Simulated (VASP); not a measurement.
Here is a VASP 6.6.1 calculation.

POSCAR

```
CdS
1.0
    0.0000000000      2.7532440000      2.7532440000
    2.7532440000      0.0000000000      2.7532440000
    2.7532440000      2.7532440000      0.0000000000
Cd S
1 1
Direct
    0.0000000000      0.0000000000      0.0000000000
    0.5000000000      0.5000000000      0.5000000000
```

Contents of INCAR.step1:

```
SYSTEM = CdS
  ALGO = Normal
  EDIFF = 1E-5
  ENCUT = 600
  GGA = PE
  ISMEAR = -1
  LASPH = .TRUE.
  LCHARG = .FALSE.
  LREAL = .FALSE.
  LWAVE = .TRUE.
  NBANDS = 16
  NELM = 80
  PREC = Accurate
  SIGMA = 0.05
```

Contents of INCAR.step2:

```
SYSTEM = CdS
  AEXX = 0.2
  AGGAC = 0.81
  AGGAX = 0.72
  ALDAC = 0.19
  ALGO = Normal
  EDIFF = 1E-7
  EDIFFG = -0.01
  ENCUT = 600
  GGA = B3
  IBRION = 2
  ISIF = 3
  ISMEAR = -1
  ISTART = 1
  LASPH = .TRUE.
  LCHARG = .FALSE.
  LHFCALC = .TRUE.
  LREAL = .FALSE.
  LWAVE = .FALSE.
  NELM = 80
  NSW = 60
  PREC = Accurate
  PRECFOCK = Normal
  SIGMA = 0.05
```

File KPOINTS:

```
k-points
0
G
  4 4 4
  0 0 0
```

Potentials or basis: VASP PAW PBE potentials, release 64 (Cd, S).

Command:

```console
$ cat potpaw_PBE.64/Cd/POTCAR potpaw_PBE.64/S/POTCAR > POTCAR
$ cp INCAR.step1 INCAR
$ mpirun -np 1 vasp_std > vasp.out
$ cp INCAR.step2 INCAR
$ mpirun -np 1 vasp_std > vasp.out
```

(1) What does it give for the space group after relaxing (to 0.1 Å)?

(2) What does it give for the relaxed volume?

Answers

(1) Fm-3m (No. 225).

(2) 21.49 Å³/atom.

Caveat: the k points lie up to 0.49 Å⁻¹ apart in the final cell; the PAW data sets were made with another functional, which shifts forces and pressure a little.
